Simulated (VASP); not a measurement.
# BaMgAsF: relaxation of cell and atoms with PBE+D3(BJ)

Crystal: BaMgAsF.

```
Ba As Mg F
1.0
     4.41763    0.00000    0.00000
     0.00000    4.41763    0.00000
     0.00000    0.00000    9.68734
Ba As Mg F
2 2 2 2
Direct
  0.50000 0.00000 0.15474
  0.00000 0.50000 0.84526
  0.50000 0.00000 0.66135
  0.00000 0.50000 0.33865
  0.50000 0.50000 0.50000
  0.00000 0.00000 0.50000
  0.50000 0.50000 0.00000
  0.00000 0.00000 0.00000
```

| Item | Value |
| --- | --- |
| Program | VASP 6.6.1 |
| Task | relaxation of cell and atoms |
| Functional | PBE |
| Dispersion | D3(BJ) |
| Potentials or basis | VASP PAW PBE potentials, release 64 (Ba_sv, As, Mg, F) |
| Cutoff | 600 eV |
| k mesh | 6 × 6 × 4 |
| Occupations | gaussian, width 0.02 eV |
| Spin | no spin polarisation |
| Dipole correction | no |
| Further INCAR settings | ALGO = Normal; EDIFF = 1e-06; IBRION = 2; EDIFFG = -0.005; NSW = 70; ISIF = 3 |

| Item | Value |
| --- | --- |
| Relaxed volume | 22.94 Å³/atom |
| Relaxed cell | a = 4.376 Å, b = 4.376 Å, c = 9.583 Å, α = 90.00°, β = 90.00°, γ = 90.00° |
| Space group after relaxing (to 0.1 Å) | P4/nmm (No. 129) |
| Energy gained by relaxing | 3.4 meV/atom |
| Ionic steps | 6 |
| Pressure after relaxing | 0.0 GPa |
| Band gap on the k mesh | 1.56 eV |
| Dispersion energy per atom | -0.265 eV |

Forces in eV/Å, atoms in the order of the input:
```
Ba   0.000  0.000  0.002
Ba   0.000  0.000 -0.002
As   0.000  0.000 -0.002
As   0.000  0.000  0.002
Mg   0.000  0.000  0.000
Mg   0.000  0.000  0.000
F    0.000  0.000  0.000
F    0.000  0.000  0.000
```

The path:
```tsv
step	energy change (eV)	largest force (eV/Å)	pressure (GPa)	volume (Å³)
1	0.0000	0.1433	-1.28	189.05
2	-0.0214	0.2105	0.12	183.95
3	-0.0215	0.2088	0.08	184.07
4	-0.0251	0.1170	0.05	183.83
5	-0.0268	0.0082	0.02	183.55
6	-0.0268	0.0023	0.01	183.53
```

Final structure:
```
CELL_PARAMETERS angstrom
4.37635 0.00000 0.00000
0.00000 4.37635 0.00000
0.00000 0.00000 9.58260
ATOMIC_POSITIONS crystal
Ba 0.50000 0.00000 0.15798
Ba 0.00000 0.50000 0.84202
As 0.50000 0.00000 0.66157
As 0.00000 0.50000 0.33843
Mg 0.50000 0.50000 0.50000
Mg 0.00000 0.00000 0.50000
F 0.50000 0.50000 0.00000
F 0.00000 0.00000 0.00000
```

Levels at points of the mesh, in eV from the valence-band top:
```tsv
k point	band 22	band 23	band 24	band 25	band 26	band 27
(0.00, 0.00, 0.00)	-0.44	0.00	0.00	1.56	2.09	2.38
(0.50, 0.00, 0.00)	-0.67	-0.48	-0.48	2.85	2.85	3.22
(0.50, 0.50, 0.00)	-1.61	-1.53	-1.53	2.18	2.18	3.86
(0.00, 0.00, 0.50)	-0.77	-0.01	-0.01	1.80	2.44	2.63
(0.50, 0.00, 0.50)	-0.63	-0.48	-0.48	2.99	2.99	3.31
(0.50, 0.50, 0.50)	-1.62	-1.50	-1.50	2.41	2.41	3.94
```

It took 9.6 min on 1 thread of Intel(R) Xeon(R) Platinum 8259CL CPU @ 2.50GHz (Skylake/Cascade Lake), with other jobs on the host, peak memory 0.5 GiB.

Caveat: spin-orbit coupling is left out, which moves the levels of the heavy elements. A k mesh can miss the band edges.
